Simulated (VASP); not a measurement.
# Cu (P6_3/mmc) in VASP: single point with PBE

Aim: the single point of Cu with PBE.

Program: VASP 6.6.1. These are calculated values, not measurements. Logs are shortened: lines on timing, memory, paths and dates and some standing lists are left out, and cuts for length are marked.

### Step 1. The cell of the first run

Symmetry: P6_3/mmc, No. 194, hexagonal system. Conventional cell: a = 2.559 Å, b = 2.559 Å, c = 4.221 Å, α = 90.00°, β = 90.00°, γ = 120.00°. Within 3.4 Å of Cu (site symmetry -6m2) lie 12 Cu at 2.56 to 2.58 Å.

This isn't the form of Cu at room conditions, which is fcc.

### Step 2. Single point, PBE

Input file INCAR:

```
SYSTEM = Cu
PREC     = Accurate       ! precision mode
ENCUT    = 520            ! plane-wave cutoff, eV
EDIFF    = 1E-6           ! SCF threshold, eV
ISMEAR   = -1             ! smearing method
SIGMA    = 0.08           ! smearing width, eV
LREAL    = .False.        ! projectors in reciprocal space
LASPH    = .True.         ! aspherical terms in the spheres
NELM     = 80             ! most SCF steps
ALGO     = Normal         ! electronic algorithm
ISIF     = 2              ! what is computed and relaxed
LWAVE    = .False.        ! write WAVECAR
LCHARG   = .False.        ! write CHGCAR
GGA      = PE             ! functional
NBANDS   = 30             ! bands
```

Input file KPOINTS:

```
regular mesh
0
Gamma
  14 9 8
  0 0 0
```

Input file POSCAR:

```
Cu
1.0
   -1.2794974365      2.2161545683      0.0000000000
    0.0000000000      0.0000000000      4.2211463337
    3.8384923097      2.2161545682      0.0000000000
Cu
4
Direct
    0.5000000000      0.2500000000      0.1666666670
    0.0000000000      0.2500000000      0.6666666670
    0.0000000000      0.7500000000      0.3333333330
    0.5000000000      0.7500000000      0.8333333330
```

Potentials or basis: VASP PAW PBE potentials, release 64 (Cu).

Started as:

```bash
> cat potpaw_PBE.64/Cu/POTCAR > POTCAR
> mpirun -np 1 vasp_std > vasp.out
```

OUTCAR:

```text
SYSTEM = Cu
   PREC = Accurate
   ENCUT = 520
   EDIFF = 1E-6
   ISMEAR = -1
   LREAL = .False.
   LASPH = .True.
   NELM = 80
   ISIF = 2
   GGA = PE

 ion  position               nearest neighbor table
   1  0.500  0.250  0.167-   2 2.56   2 2.56   2 2.56   2 2.56   3 2.58   3 2.58   3 2.58   3 2.58
                             4 2.58   4 2.58
   2  0.000  0.250  0.667-   1 2.56   1 2.56   1 2.56   1 2.56   4 2.58   4 2.58   4 2.58   4 2.58
                             3 2.58   3 2.58
   3  0.000  0.750  0.333-   4 2.56   4 2.56   4 2.56   4 2.56   1 2.58   1 2.58   1 2.58   1 2.58
                             2 2.58   2 2.58
   4  0.500  0.750  0.833-   3 2.56   3 2.56   3 2.56   3 2.56   2 2.58   2 2.58   2 2.58   2 2.58
                             1 2.58   1 2.58

  LATTYP: Found a simple orthorhombic cell.
 ALAT       =     2.5589948731
 B/A-ratio  =     1.6495329389
 C/A-ratio  =     1.7320508076

  Lattice vectors:

 A1 = (  -1.2794974365,   2.2161545683,   0.0000000000)
 A2 = (   0.0000000000,   0.0000000000,   4.2211463337)
 A3 = (   3.8384923097,   2.2161545682,   0.0000000000)

Analysis of symmetry for initial positions (statically):
=====================================================================
 Subroutine PRICEL returns following result:

  LATTYP: Found a hexagonal cell.
 ALAT       =     2.5589948731
 C/A-ratio  =     1.6495329389

  Lattice vectors:

 A1 = (   1.2794974366,   2.2161545682,   0.0000000000)
 A2 = (  -2.5589948731,   0.0000000000,   0.0000000000)
 A3 = (   0.0000000000,   0.0000000000,   4.2211463337)

   2 primitive cells build up your supercell.

 Routine SETGRP: Setting up the symmetry group for a
 simple orthorhombic supercell.

 Subroutine GETGRP returns: Found  8 space group operations
 (whereof  4 operations were pure point group operations)
 out of a pool of  8 trial point group operations.

The static configuration has the point symmetry C_2h.
 The point group associated with its full space group is D_2h.

Analysis of symmetry for dynamics (positions and initial velocities):
=====================================================================
 Subroutine PRICEL returns following result:

  LATTYP: Found a hexagonal cell.
 ALAT       =     2.5589948731
 C/A-ratio  =     1.6495329389

  Lattice vectors:

 A1 = (   1.2794974366,   2.2161545682,   0.0000000000)
 A2 = (  -2.5589948731,   0.0000000000,   0.0000000000)
 A3 = (   0.0000000000,   0.0000000000,   4.2211463337)

   2 primitive cells build up your supercell.

 Routine SETGRP: Setting up the symmetry group for a
 simple orthorhombic supercell.

 Subroutine GETGRP returns: Found  8 space group operations
 (whereof  4 operations were pure point group operations)
 out of a pool of  8 trial point group operations.

The dynamic configuration has the point symmetry C_2h.
 The point group associated with its full space group is D_2h.

 Subroutine INISYM returns: Found  8 space group operations
 (whereof  4 operations are pure point group operations),
 and found     2 'primitive' translations

----------------------------------------------------------------------------------------

                                     Primitive cell

  volume of cell :      23.9387

  direct lattice vectors                    reciprocal lattice vectors
     1.279497437  2.216154568  0.000000000     0.000000000  0.451232064  0.000000000
    -2.558994873  0.000000000  0.000000000    -0.390778430  0.225616032  0.000000000
     0.000000000  0.000000000  4.221146334     0.000000000  0.000000000  0.236902472

  length of vectors
     2.558994873  2.558994873  4.221146334     0.451232064  0.451232064  0.236902472

  position of ions in fractional coordinates (direct lattice)
     0.666666667  0.333333333  0.250000000
     0.333333333  0.666666667  0.750000000

  ion indices of the primitive-cell ions
   primitive index   ion index
                 1           1
                 2           4

----------------------------------------------------------------------------------------

 KPOINTS: regular mesh

Automatic generation of k-mesh.
 Grid dimensions read from file:
 generate k-points for:   14    9    8

 Generating k-lattice:

  Cartesian coordinates                     Fractional coordinates (reciprocal lattice)
    -0.013956373  0.024173146  0.000000000     0.071428571  0.000000000  0.000000000
     0.000000000  0.000000000  0.026322497     0.000000000  0.111111111  0.000000000
     0.024423652  0.014101002  0.000000000     0.000000000  0.000000000  0.125000000

  Length of vectors
     0.027912745  0.026322497  0.028202004

  Shift w.r.t. Gamma in fractional coordinates (k-lattice)
     0.000000000  0.000000000  0.000000000

 Subroutine IBZKPT returns following result:
 ===========================================

 Found    200 irreducible k-points:

 Following reciprocal coordinates:
            Coordinates               Weight
  0.000000  0.000000  0.000000      1.000000
  0.071429  0.000000  0.000000      2.000000
  0.142857  0.000000  0.000000      2.000000
  0.214286  0.000000  0.000000      2.000000
  0.285714  0.000000  0.000000      2.000000
  0.357143  0.000000  0.000000      2.000000
[... 16 lines left out ...]
  0.428571  0.222222  0.000000      4.000000
  0.500000  0.222222  0.000000      2.000000
 [... further k-points ...]
   k-points           NKPTS =    200   k-points in BZ     NKDIM =    200   number of bands    NBANDS=     30
   number of dos      NEDOS =    301   number of ions     NIONS =      4
   total plane-waves  NPLWV =  23040
   dimension x,y,z NGX =    20 NGY =   32 NGZ =   36
   dimension x,y,z NGXF=    40 NGYF=   64 NGZF=   72
   ions per type =               4
   NGX,Y,Z   is equivalent  to a cutoff of  12.99, 12.60, 13.50 a.u.
   NGXF,Y,Z  is equivalent  to a cutoff of  25.99, 25.21, 27.01 a.u.
 SYSTEM =  Cu
   PREC   = accura    normal or accurate (medium, high low for compatibility)
   ISTART =      0    job   : 0-new  1-cont  2-samecut
   ICHARG =      2    charge: 1-file 2-atom 10-const
   ISPIN  =      1    spin polarized calculation?
   LNONCOLLINEAR =      F non collinear calculations
   LSORBIT =      F    spin-orbit coupling
   LASPH  =      T    aspherical Exc in radial PAW
   ENCUT  =  520.0 eV  38.22 Ry    6.18 a.u.   4.76  7.85  8.24*2*pi/ulx,y,z
   NELM   =     80;   NELMIN=  2; NELMDL= -5     # of ELM steps
   EDIFF  = 0.1E-05   stopping-criterion for ELM
   LREAL  =      F    real-space projection
   EDIFFG = 0.1E-04   stopping-criterion for IOM
   NSW    =      0    number of steps for IOM
   IBRION =     -1    ionic relax: 0-MD 1-quasi-New 2-CG
   NFREE  =      0    steps in history (QN), initial steepest desc. (CG)
   ISIF   =      2    stress and relaxation
   ISYM   =      2    0-nonsym 1-usesym 2-fastsym
   POTIM  = 0.5000    time-step for ionic-motion
   TEBEG  =    0.0;   TEEND  =   0.0 temperature during run
   PSTRESS=    0.0 pullay stress
   NELECT =      44.0000    total number of electrons
   NUPDOWN=      -1.0000    fix difference up-down
   EMIN   =  10.00;   EMAX   =-10.00  energy-range for DOS
   EFERMI =   0.00;   METHOD = LEGACY
   ISMEAR =    -1;   SIGMA  =   0.08  broadening in eV -4-tet -1-fermi 0-gaus
   EFERMI_NEDOS =   21; number of points for ismear=-14 and -15
   IALGO  =     38    algorithm
   IMIX   =      4    mixing-type and parameters
     AMIX     =   0.40;   BMIX     =  1.00
     AMIX_MAG =   1.60;   BMIX_MAG =  1.00
  volume/ion in A,a.u.               =      11.97        80.77
  Fermi-wavevector in a.u.,A,eV,Ry     =   1.591656  3.007793 34.468558  2.533368
  Thomas-Fermi vector in A             =   2.690162
   LORBIT       =      0    0 simple, 1 ext, 2 COOP (PROOUT), +10 PAW based schemes
   GGA     = PE    functional components
   LHFCALC =     F    Hartree Fock is set to
   AEXX    =    0.0000 exact exchange contribution
   IVDW    =     0    specifies the selected vdW correction
   LEPSILON=     F    determine dielectric tensor
   LRPA    =     F    only Hartree local field effects (RPA)
 non-spin polarized calculation
  energy-cutoff  :      520.00
  volume of cell :       47.88
 maximum number of plane-waves:      1320
 NGX is ok and might be reduce to    20
   NGX =  9   NGY = 15   NGZ = 17

 number of electron      44.0000025 magnetization

 Free energy of the ion-electron system (eV)
  ---------------------------------------------------
  ext. energy  EPLUGINS =         0.00000000
  ---------------------------------------------------
  free energy    TOTEN  =       -14.88884599 eV

  energy without entropy =      -14.85828589  energy(sigma->0) =      -14.87356594

 E-fermi :   7.4143     XC(G=0): -12.6479

 val. band max:        7.4068190402   @ k =  -0.0000   0.3333   0.3750
 cond. band min:       7.4298514023   @ k =   0.2857   0.1111   0.2500
 fundamental gap:      0.0230323621
 Fermi energy:         7.4143298500

 k-point     1 :       0.0000    0.0000    0.0000
  band No.  band energies     occupation
      1      -1.8291      2.00000
      2       2.3955      2.00000
      3       2.6843      2.00000
      4       2.9255      2.00000
      5       3.1622      2.00000
      6       4.3973      2.00000
[... 22 lines left out ...]
     29      18.1808      0.00000
     30      20.5585      0.00000

 k-point     2 :       0.0714    0.0000    0.0000
  band No.  band energies     occupation
      1      -1.7054      2.00000
      2       2.4684      2.00000
      3       2.7531      2.00000
      4       2.9812      2.00000
      5       3.1809      2.00000
      6       4.3402      2.00000
[... 22 lines left out ...]
     29      18.1804      0.00000
     30      19.3399      0.00000

 k-point     3 :       0.1429    0.0000    0.0000
  band No.  band energies     occupation
      1      -1.3387      2.00000
      2       2.6708      2.00000
      3       2.9380      2.00000
      4       3.1330      2.00000
      5       3.2304      2.00000
      6       4.1489      2.00000
[... 22 lines left out ...]
     29      18.2356      0.00000
     30      18.6213      0.00000

 k-point     4 :       0.2143    0.0000    0.0000
  band No.  band energies     occupation
      1      -0.7430      2.00000
      2       2.9535      2.00000
      3       3.1749      2.00000
      4       3.2910      2.00000
      5       3.3333      2.00000
      6       3.9019      2.00000
[... 22 lines left out ...]
     29      18.5401      0.00000
     30      18.9726      0.00000

 k-point     5 :       0.2857    0.0000    0.0000
  band No.  band energies     occupation
      1       0.0531      2.00000
      2       3.2384      2.00000
      3       3.3329      2.00000
      4       3.3755      2.00000
      5       3.4825      2.00000
      6       3.7225      2.00000
[... 22 lines left out ...]
     29      18.6859      0.00000
     30      19.5685      0.00000
[... 526 lines left out ...]
     29      17.2620      0.00000
     30      20.0670      0.00000

 k-point    22 :       0.3571    0.2222    0.0000
  band No.  band energies     occupation
      1       1.3167      2.00000
      2       3.3451      2.00000
      3       3.4136      2.00000
      4       3.4733      2.00000
      5       3.5565      2.00000
      6       3.5646      2.00000
[... 22 lines left out ...]
     29      16.3380      0.00000
     30      17.9724      0.00000

 k-point    23 :       0.4286    0.2222    0.0000
  band No.  band energies     occupation
      1       2.1894      2.00000
      2       3.2874      2.00000
      3       3.2889      2.00000
      4       3.3121      2.00000
      5       3.6305      2.00000
      6       3.6771      2.00000
[... 22 lines left out ...]
     29      16.9837      0.00000
     30      17.1084      0.00000

 k-point    24 :       0.5000    0.2222    0.0000
  band No.  band energies     occupation
      1       2.8774      2.00000
      2       2.8774      2.00000
      3       3.2665      2.00000
      4       3.2665      2.00000
      5       3.6140      2.00000
      6       3.6140      2.00000
[... 22 lines left out ...]
     29      17.6257      0.00000
     30      17.6257      0.00000

 [... further k-points ...]

------------------------ aborting loop because EDIFF is reached ----------------------------------------

  FORCE on cell =-STRESS in cart. coord.  units (eV):
  Direction    XX          YY          ZZ          XY          YZ          ZX
  --------------------------------------------------------------------------------------
  -------------------------------------------------------------------------------------
  Total        0.2339021      0.3127340     -0.0379264     -0.0682704      0.0000000      0.0000000
  in kB        7.8273522     10.4654007     -1.2691767     -2.2846170      0.0000000      0.0000000
  external PRESSURE =       5.6745254 kB  Pullay stress =       0.0000000 kB

 VOLUME and BASIS-vectors are now :
 -----------------------------------------------------------------------------
  energy-cutoff  :      520.00
  volume of cell :       47.88
      direct lattice vectors                 reciprocal lattice vectors
    -1.279497437  2.216154568  0.000000000    -0.195389215  0.338424048  0.000000000
     0.000000000  0.000000000  4.221146334     0.000000000  0.000000000  0.236902472
     3.838492310  2.216154568  0.000000000     0.195389215  0.112808016  0.000000000

 POSITION                                       TOTAL-FORCE (eV/Angst)
 -----------------------------------------------------------------------------------
      0.00000      1.47744      1.05529        -0.005665     -0.003270      0.000000
      2.55899      1.47744      1.05529        -0.005665     -0.003270      0.000000
      1.27950      0.73872      3.16586         0.005665      0.003270     -0.000000
      2.55899      2.95487      3.16586         0.005665      0.003270     -0.000000
 -----------------------------------------------------------------------------------
    total drift:                                0.000000      0.000000      0.000000

  FREE ENERGIE OF THE ION-ELECTRON SYSTEM (eV)
  ---------------------------------------------------
  free  energy   TOTEN  =       -14.8888459933 eV

  energy  without entropy=      -14.8582858861  energy(sigma->0) =      -14.87356594
```

Wall time 3.7 min (1 thread of Oxide Virtual Turin-like, shared host); peak memory 0.28 GiB.

What came out:

* Free energy: -14.8888 eV
* Pressure: 0.6 GPa
* Largest force: 0.007 eV/Å
* Band gap on the k mesh: zero (bands 22 and 23 overlap by 4.17 eV)

Forces in eV/Å, atoms in the order of the input:
```
Cu  -0.006 -0.003  0.000
Cu  -0.006 -0.003  0.000
Cu   0.006  0.003  0.000
Cu   0.006  0.003  0.000
```

Stress tensor (GPa, compression positive):
```
 0.78 -0.23  0.00
-0.23  1.05  0.00
 0.00  0.00 -0.13
```

The gap in the log of VASP goes by the Fermi energy; the results here count the filled bands.